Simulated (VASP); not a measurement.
A run of VASP 6.6.1 is set up as follows.

File INCAR:

```
SYSTEM = Ge
  PREC = Accurate
  ENCUT = 520
  EDIFF = 1E-6
  ISMEAR = -1
  SIGMA = 0.15
  LREAL = .FALSE.
  LASPH = .TRUE.
  NELM = 80
  ALGO = Normal
  ISIF = 2
  LWAVE = .FALSE.
  LCHARG = .FALSE.
  GGA = PE
  NBANDS = 21
```

Contents of KPOINTS:

```
Automatic mesh
0
G
  14 14 14
  0 0 0
```

The input POSCAR:

```
Ge
1.0
    0.0000000000      2.8624862557      2.8624862557
    2.8624862557      0.0000000000      2.8624862557
    2.8624862557      2.8624862557      0.0000000000
Ge
2
Direct
    0.5000000000      0.5000000000      0.5000000000
    0.7500000000      0.7500000000      0.7500000000
```

Potentials or basis: VASP PAW PBE potentials, release 64 (Ge_d).

Launch:

```sh
$ cat potpaw_PBE.64/Ge_d/POTCAR > POTCAR
$ mpirun -np 1 vasp_std > vasp.out
```

Task: Predict the pressure.

Result: 1.1 GPa.

Task: What does it give for the band gap on the k mesh?

Result: Zero (filled and empty bands touch).

Caveat: semilocal functionals underestimate gaps, and a narrow one can read as zero.
